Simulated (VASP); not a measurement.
# ZnS (P6_3mc) in VASP: a series of runs

The runs below take ZnS through single point, relaxation of cell and atoms, with LDA.

Everything below comes from runs of VASP 6.6.1. Logs are shortened: lines on timing, memory, paths and dates and some standing lists are left out, and cuts for length are marked.

## Step 1: The cell of the first run

Symmetry: P6_3mc, No. 186, hexagonal system. Conventional cell: a = 3.813 Å, b = 3.813 Å, c = 6.068 Å, α = 90.00°, β = 90.00°, γ = 120.00°. Within 3.0 Å of Zn (site symmetry 3m) lie 4 S at 2.30 to 2.32 Å. Within 3.0 Å of S (site symmetry 3m) lie 4 Zn at 2.30 to 2.32 Å.

## Step 2: Single point, LDA (film at in-plane strain +0.02)

INCAR

```
PREC = Accurate
ENCUT = 520
EDIFF = 1E-7
ISMEAR = 0
SIGMA = 0.01
LREAL = False
LASPH = True
NELM = 100
ALGO = Normal
ISIF = 2
LWAVE = False
LCHARG = False
GGA = CA
NBANDS = 26
```

KPOINTS

```
regular mesh
0
Gamma
  6 6 4
```

POSCAR

```
ZnS
1.0
    3.8129970854      0.0000000000      0.0000000000
   -1.9064985427      3.3021523405      0.0000000000
    0.0000000000      0.0000000000      6.0677734370
Zn S
2 2
Direct
    0.3333333333      0.6666666667      0.0025775125
    0.6666666667      0.3333333333      0.5025775125
    0.3333333333      0.6666666667      0.3824224875
    0.6666666667      0.3333333333      0.8824224875
```

Potentials or basis: VASP PAW LDA potentials, release 64 (Zn, S).

Command:

```sh
$ cat potpaw_LDA.64/Zn/POTCAR potpaw_LDA.64/S/POTCAR > POTCAR
$ mpirun -np 1 vasp_std > vasp.out
```

OUTCAR:

```text
PREC = Accurate
   ENCUT = 520
   EDIFF = 1E-7
   ISMEAR = 0
   LREAL = False
   LASPH = True
   NELM = 100
   ISIF = 2
   GGA = CA

 ion  position               nearest neighbor table
   1  0.333  0.667  0.003-   3 2.30   4 2.32   4 2.32   4 2.32
   2  0.667  0.333  0.503-   4 2.30   3 2.32   3 2.32   3 2.32
   3  0.333  0.667  0.382-   1 2.30   2 2.32   2 2.32   2 2.32
   4  0.667  0.333  0.882-   2 2.30   1 2.32   1 2.32   1 2.32

  LATTYP: Found a hexagonal cell.
 ALAT       =     3.8129970854
 C/A-ratio  =     1.5913396473

  Lattice vectors:

 A1 = (   3.8129970854,   0.0000000000,   0.0000000000)
 A2 = (  -1.9064985427,   3.3021523405,   0.0000000000)
 A3 = (   0.0000000000,   0.0000000000,   6.0677734370)

Analysis of symmetry for initial positions (statically):
=====================================================================
 Subroutine PRICEL returns:
 Original cell was already a primitive cell.

 Routine SETGRP: Setting up the symmetry group for a
 hexagonal supercell.

 Subroutine GETGRP returns: Found 12 space group operations
 (whereof  6 operations were pure point group operations)
 out of a pool of 24 trial point group operations.

The static configuration has the point symmetry C_3v.
 The point group associated with its full space group is C_6v.

Analysis of symmetry for dynamics (positions and initial velocities):
=====================================================================
 Subroutine PRICEL returns:
 Original cell was already a primitive cell.

 Routine SETGRP: Setting up the symmetry group for a
 hexagonal supercell.

 Subroutine GETGRP returns: Found 12 space group operations
 (whereof  6 operations were pure point group operations)
 out of a pool of 24 trial point group operations.

The dynamic configuration has the point symmetry C_3v.
 The point group associated with its full space group is C_6v.

 Subroutine INISYM returns: Found 12 space group operations
 (whereof  6 operations are pure point group operations),
 and found     1 'primitive' translations

----------------------------------------------------------------------------------------

                                     Primitive cell

  volume of cell :      76.3999

  direct lattice vectors                    reciprocal lattice vectors
     3.812997085  0.000000000  0.000000000     0.262260888  0.151416394  0.000000000
    -1.906498543  3.302152341  0.000000000     0.000000000  0.302832788  0.000000000
     0.000000000  0.000000000  6.067773437     0.000000000  0.000000000  0.164805099

  length of vectors
     3.812997085  3.812997085  6.067773437     0.302832788  0.302832788  0.164805099

  position of ions in fractional coordinates (direct lattice)
     0.333333333  0.666666667  0.002577512
     0.666666667  0.333333333  0.502577512
     0.333333333  0.666666667  0.382422488
     0.666666667  0.333333333  0.882422488

  ion indices of the primitive-cell ions
   primitive index   ion index
                 1           1
                 2           2
                 3           3
                 4           4

----------------------------------------------------------------------------------------

 KPOINTS: regular mesh

Automatic generation of k-mesh.
 Grid dimensions read from file:
 generate k-points for:    6    6    4

 Generating k-lattice:

  Cartesian coordinates                     Fractional coordinates (reciprocal lattice)
     0.043710148  0.025236066  0.000000000     0.166666667  0.000000000  0.000000000
     0.000000000  0.050472131  0.000000000     0.000000000  0.166666667  0.000000000
     0.000000000  0.000000000  0.041201275     0.000000000  0.000000000  0.250000000

  Length of vectors
     0.050472131  0.050472131  0.041201275

  Shift w.r.t. Gamma in fractional coordinates (k-lattice)
     0.000000000  0.000000000  0.000000000

 Subroutine IBZKPT returns following result:
 ===========================================

 Found     21 irreducible k-points:

 Following reciprocal coordinates:
            Coordinates               Weight
  0.000000  0.000000  0.000000      1.000000
  0.166667  0.000000  0.000000      6.000000
  0.333333  0.000000  0.000000      6.000000
  0.500000 -0.000000  0.000000      3.000000
  0.166667  0.166667  0.000000      6.000000
  0.333333  0.166667  0.000000     12.000000
[... 13 lines left out ...]
  0.333333  0.166667  0.500000     12.000000
  0.333333  0.333333  0.500000      2.000000
   k-points           NKPTS =     21   k-points in BZ     NKDIM =     21   number of bands    NBANDS=     26
   number of dos      NEDOS =    301   number of ions     NIONS =      4
   total plane-waves  NPLWV =  37632
   dimension x,y,z NGX =    28 NGY =   28 NGZ =   48
   dimension x,y,z NGXF=    56 NGYF=   56 NGZF=   96
   ions per type =               2   2
   NGX,Y,Z   is equivalent  to a cutoff of  12.21, 12.21, 13.15 a.u.
   NGXF,Y,Z  is equivalent  to a cutoff of  24.42, 24.42, 26.30 a.u.
 SYSTEM =  unknown system
   PREC   = accura    normal or accurate (medium, high low for compatibility)
   ISTART =      0    job   : 0-new  1-cont  2-samecut
   ICHARG =      2    charge: 1-file 2-atom 10-const
   ISPIN  =      1    spin polarized calculation?
   LNONCOLLINEAR =      F non collinear calculations
   LSORBIT =      F    spin-orbit coupling
   LASPH  =      T    aspherical Exc in radial PAW
   ENCUT  =  520.0 eV  38.22 Ry    6.18 a.u.   7.09  7.09 11.28*2*pi/ulx,y,z
   NELM   =    100;   NELMIN=  2; NELMDL= -5     # of ELM steps
   EDIFF  = 0.1E-06   stopping-criterion for ELM
   LREAL  =      F    real-space projection
   EDIFFG = 0.1E-05   stopping-criterion for IOM
   NSW    =      0    number of steps for IOM
   IBRION =     -1    ionic relax: 0-MD 1-quasi-New 2-CG
   NFREE  =      0    steps in history (QN), initial steepest desc. (CG)
   ISIF   =      2    stress and relaxation
   ISYM   =      2    0-nonsym 1-usesym 2-fastsym
   POTIM  = 0.5000    time-step for ionic-motion
   TEBEG  =    0.0;   TEEND  =   0.0 temperature during run
   PSTRESS=    0.0 pullay stress
   NELECT =      36.0000    total number of electrons
   NUPDOWN=      -1.0000    fix difference up-down
   EMIN   =  10.00;   EMAX   =-10.00  energy-range for DOS
   EFERMI =   0.00;   METHOD = LEGACY
   ISMEAR =     0;   SIGMA  =   0.01  broadening in eV -4-tet -1-fermi 0-gaus
   EFERMI_NEDOS =   21; number of points for ismear=-14 and -15
   IALGO  =     38    algorithm
   IMIX   =      4    mixing-type and parameters
     AMIX     =   0.40;   BMIX     =  1.00
     AMIX_MAG =   1.60;   BMIX_MAG =  1.00
  volume/ion in A,a.u.               =      19.10       128.89
  Fermi-wavevector in a.u.,A,eV,Ry     =   1.273927  2.407374 22.080774  1.622891
  Thomas-Fermi vector in A             =   2.406724
   LORBIT       =      0    0 simple, 1 ext, 2 COOP (PROOUT), +10 PAW based schemes
   GGA     = CA    functional components
   LHFCALC =     F    Hartree Fock is set to
   AEXX    =    0.0000 exact exchange contribution
   IVDW    =     0    specifies the selected vdW correction
   LEPSILON=     F    determine dielectric tensor
   LRPA    =     F    only Hartree local field effects (RPA)
 non-spin polarized calculation
 Gauss-broadening in eV      SIGMA  =   0.01
  energy-cutoff  :      520.00
  volume of cell :       76.40
 maximum number of plane-waves:      2086
   NGX = 15   NGY = 15   NGZ = 23

 number of electron      35.9999987 magnetization

 Free energy of the ion-electron system (eV)
  ---------------------------------------------------
  ext. energy  EPLUGINS =         0.00000000
  ---------------------------------------------------
  free energy    TOTEN  =       -16.37208536 eV

  energy without entropy =      -16.37208536  energy(sigma->0) =      -16.37208536

 E-fermi :   2.3696     XC(G=0): -10.1795

 val. band max:        2.2611031381   @ k =   0.0000   0.0000   0.0000
 cond. band min:       4.3820574348   @ k =   0.0000   0.0000   0.0000
 fundamental gap:      2.1209542967
 Fermi energy:         2.3696168190

 k-point     1 :       0.0000    0.0000    0.0000
  band No.  band energies     occupation
      1     -11.1102      2.00000
      2     -10.0303      2.00000
      3      -4.3688      2.00000
      4      -4.3688      2.00000
      5      -4.3640      2.00000
      6      -4.2870      2.00000
[... 18 lines left out ...]
     25       9.7662      0.00000
     26      11.6018      0.00000

 k-point     2 :       0.1667    0.0000    0.0000
  band No.  band energies     occupation
      1     -10.9190      2.00000
      2      -9.9345      2.00000
      3      -4.3879      2.00000
      4      -4.3316      2.00000
      5      -4.3245      2.00000
      6      -4.2623      2.00000
[... 18 lines left out ...]
     25      10.3888      0.00000
     26      10.5985      0.00000

 k-point     3 :       0.3333    0.0000    0.0000
  band No.  band energies     occupation
      1     -10.4551      2.00000
      2      -9.7712      2.00000
      3      -4.3802      2.00000
      4      -4.2735      2.00000
      5      -4.2638      2.00000
      6      -4.1367      2.00000
[... 18 lines left out ...]
     25      11.0356      0.00000
     26      11.8209      0.00000

 k-point     4 :       0.5000   -0.0000    0.0000
  band No.  band energies     occupation
      1     -10.1279      2.00000
      2      -9.7526      2.00000
      3      -4.3638      2.00000
      4      -4.2552      2.00000
      5      -4.1252      2.00000
      6      -4.0979      2.00000
[... 18 lines left out ...]
     25      11.3179      0.00000
     26      13.4824      0.00000
[... 409 lines left out ...]
      1     -10.2115      2.00000
      2     -10.2115      2.00000
      3      -4.3710      2.00000
      4      -4.3710      2.00000
      5      -4.2498      2.00000
      6      -4.2498      2.00000
[... 18 lines left out ...]
     25      10.5222      0.00000
     26      10.5222      0.00000

 k-point    20 :       0.3333    0.1667    0.5000
  band No.  band energies     occupation
      1      -9.9303      2.00000
      2      -9.9303      2.00000
      3      -4.3307      2.00000
      4      -4.3307      2.00000
      5      -4.1687      2.00000
      6      -4.1687      2.00000
[... 18 lines left out ...]
     25      11.1569      0.00000
     26      11.1569      0.00000

 k-point    21 :       0.3333    0.3333    0.5000
  band No.  band energies     occupation
      1      -9.8338      2.00000
      2      -9.8338      2.00000
      3      -4.2589      2.00000
      4      -4.2589      2.00000
      5      -4.1877      2.00000
      6      -4.1877      2.00000
[... 18 lines left out ...]
     25      11.8144      0.00000
     26      11.8144      0.00000

------------------------ aborting loop because EDIFF is reached ----------------------------------------

  FORCE on cell =-STRESS in cart. coord.  units (eV):
  Direction    XX          YY          ZZ          XY          YZ          ZX
  --------------------------------------------------------------------------------------
  -------------------------------------------------------------------------------------
  Total       -1.4027242     -1.4027242      0.1275935      0.0000000     -0.0000000      0.0000000
  in kB      -29.4164288    -29.4164288      2.6757549      0.0000000     -0.0000000      0.0000000
  external PRESSURE =     -18.7190342 kB  Pullay stress =       0.0000000 kB

 VOLUME and BASIS-vectors are now :
 -----------------------------------------------------------------------------
  energy-cutoff  :      520.00
  volume of cell :       76.40
      direct lattice vectors                 reciprocal lattice vectors
     3.812997085  0.000000000  0.000000000     0.262260888  0.151416394  0.000000000
    -1.906498543  3.302152341  0.000000000     0.000000000  0.302832788  0.000000000
     0.000000000  0.000000000  6.067773437     0.000000000  0.000000000  0.164805099

 POSITION                                       TOTAL-FORCE (eV/Angst)
 -----------------------------------------------------------------------------------
     -0.00000      2.20143      0.01564        -0.000000      0.000000     -0.000713
      1.90650      1.10072      3.04953         0.000000      0.000000     -0.000713
     -0.00000      2.20143      2.32045         0.000000      0.000000      0.000713
      1.90650      1.10072      5.35434        -0.000000      0.000000      0.000713
 -----------------------------------------------------------------------------------
    total drift:                               -0.000000     -0.000000     -0.000094

  FREE ENERGIE OF THE ION-ELECTRON SYSTEM (eV)
  ---------------------------------------------------
  free  energy   TOTEN  =       -16.3720853613 eV

  energy  without entropy=      -16.3720853613  energy(sigma->0) =      -16.37208536
```

It took 47 s on 1 thread of Intel Xeon 6975P-C, shared host; peak memory 0.18 GiB.

Results:

| Quantity | Value |
| --- | --- |
| Free energy | -16.3721 eV |
| Pressure | -1.9 GPa |
| Band gap on the k mesh | 2.12 eV, direct |

Caveat: the cell differs from its parent crystal (film at in-plane strain +0.02).

## Step 3: Single point, LDA

This run uses another cell than the first one, of 18.59 Å³/atom, 0.973 times its volume.

INCAR

```
SYSTEM = ZnS
PREC     = Accurate       ! precision mode
ENCUT    = 520            ! plane-wave cutoff, eV
EDIFF    = 1E-6           ! SCF threshold, eV
ISMEAR   = -1             ! smearing method
SIGMA    = 0.05           ! smearing width, eV
LREAL    = .False.        ! projectors in reciprocal space
LASPH    = .True.         ! aspherical terms in the spheres
NELM     = 80             ! most SCF steps
ALGO     = Normal         ! electronic algorithm
ISIF     = 2              ! what is computed and relaxed
LWAVE    = .False.        ! write WAVECAR
LCHARG   = .False.        ! write CHGCAR
NBANDS   = 26             ! bands
```

KPOINTS

```
regular mesh
0
Gamma
  10 10 6
  0 0 0
```

POSCAR

```
ZnS
1.0
    3.7382324367      0.0000000000      0.0000000000
   -1.8691162183      3.2374042554      0.0000000000
    0.0000000000      0.0000000000      6.1429976529
Zn S
2 2
Direct
    0.3333333333      0.6666666667      0.0055913299
    0.6666666667      0.3333333333      0.5055913299
    0.3333333333      0.6666666667      0.3794086701
    0.6666666667      0.3333333333      0.8794086701
```

Potentials or basis: VASP PAW LDA potentials, release 64 (Zn, S).

Command:

```sh
$ cat potpaw_LDA.64/Zn/POTCAR potpaw_LDA.64/S/POTCAR > POTCAR
$ mpirun -np 1 vasp_std > vasp.out
```

OUTCAR:

```text
SYSTEM = ZnS
   PREC = Accurate
   ENCUT = 520
   EDIFF = 1E-6
   ISMEAR = -1
   LREAL = .False.
   LASPH = .True.
   NELM = 80
   ISIF = 2

 ion  position               nearest neighbor table
   1  0.333  0.667  0.006-   4 2.29   4 2.29   4 2.29   3 2.30
   2  0.667  0.333  0.506-   3 2.29   3 2.29   3 2.29   4 2.30
   3  0.333  0.667  0.379-   2 2.29   2 2.29   2 2.29   1 2.30
   4  0.667  0.333  0.879-   1 2.29   1 2.29   1 2.29   2 2.30

  LATTYP: Found a hexagonal cell.
 ALAT       =     3.7382324367
 C/A-ratio  =     1.6432893772

[... 887 lines left out ...]
     26      13.2718      0.00000

 [... further k-points ...]
[... 5 lines left out ...]
  --------------------------------------------------------------------------------------
  -------------------------------------------------------------------------------------
  Total        0.1065675      0.1065675      0.1134821      0.0000000     -0.0000000      0.0000000
  in kB        2.2966337      2.2966337      2.4456509      0.0000000     -0.0000000      0.0000000
  external PRESSURE =       2.3463061 kB  Pullay stress =       0.0000000 kB

 VOLUME and BASIS-vectors are now :
 -----------------------------------------------------------------------------
  energy-cutoff  :      520.00
  volume of cell :       74.34
      direct lattice vectors                 reciprocal lattice vectors
     3.738232437  0.000000000  0.000000000     0.267506105  0.154444722  0.000000000
    -1.869116218  3.237404255  0.000000000     0.000000000  0.308889444  0.000000000
     0.000000000  0.000000000  6.142997653     0.000000000  0.000000000  0.162786974

 POSITION                                       TOTAL-FORCE (eV/Angst)
 -----------------------------------------------------------------------------------
     -0.00000      2.15827      0.03435        -0.000000      0.000000      0.000360
      1.86912      1.07913      3.10585        -0.000000      0.000000      0.000360
     -0.00000      2.15827      2.33071        -0.000000      0.000000     -0.000360
      1.86912      1.07913      5.40221         0.000000     -0.000000     -0.000360
 -----------------------------------------------------------------------------------
    total drift:                               -0.000001     -0.000001     -0.000671

  FREE ENERGIE OF THE ION-ELECTRON SYSTEM (eV)
  ---------------------------------------------------
  free  energy   TOTEN  =       -16.4029529261 eV

  energy  without entropy=      -16.4029529260  energy(sigma->0) =      -16.40295293
```

OSZICAR:

```text
N       E                     dE             d eps       ncg     rms          rms(c)
DAV:   1     0.243447675215E+03    0.24345E+03   -0.17065E+04  2912   0.170E+03
DAV:   2     0.664832431762E+01   -0.23680E+03   -0.22661E+03  2984   0.352E+02
DAV:   3    -0.167033771810E+02   -0.23352E+02   -0.23123E+02  3522   0.112E+02
DAV:   4    -0.172714831199E+02   -0.56811E+00   -0.56684E+00  3336   0.172E+01
DAV:   5    -0.172803390674E+02   -0.88559E-02   -0.88538E-02  3526   0.217E+00    0.109E+01
DAV:   6    -0.164428181170E+02    0.83752E+00   -0.16850E+00  4184   0.392E+01    0.814E+00
DAV:   7    -0.164203322616E+02    0.22486E-01   -0.12517E+00  3098   0.710E+00    0.331E+00
DAV:   8    -0.164042655255E+02    0.16067E-01   -0.35994E-02  3152   0.121E+00    0.861E-01
DAV:   9    -0.164028915397E+02    0.13740E-02   -0.91084E-03  3932   0.101E+00    0.236E-01
DAV:  10    -0.164029375898E+02   -0.46050E-04   -0.36019E-04  3422   0.196E-01    0.113E-01
DAV:  11    -0.164029531578E+02   -0.15568E-04   -0.29077E-05  3194   0.519E-02    0.414E-02
DAV:  12    -0.164029529261E+02    0.23175E-06   -0.41556E-06  3420   0.274E-02
   1 F= -.16402953E+02 E0= -.16402953E+02  d E =-.441888E-10
```

Run time: 1.8 min. Hardware: 1 thread of Intel Xeon 6975P-C, shared host; peak memory 0.22 GiB.

Results:

```
Free energy            : -16.4030 eV
Pressure               : 0.2 GPa
Band gap on the k mesh : 2.23 eV, direct
```

Expect the measured gap to be larger: semilocal functionals such as LDA lack the derivative discontinuity.

(Continued in part 2 of 2.)
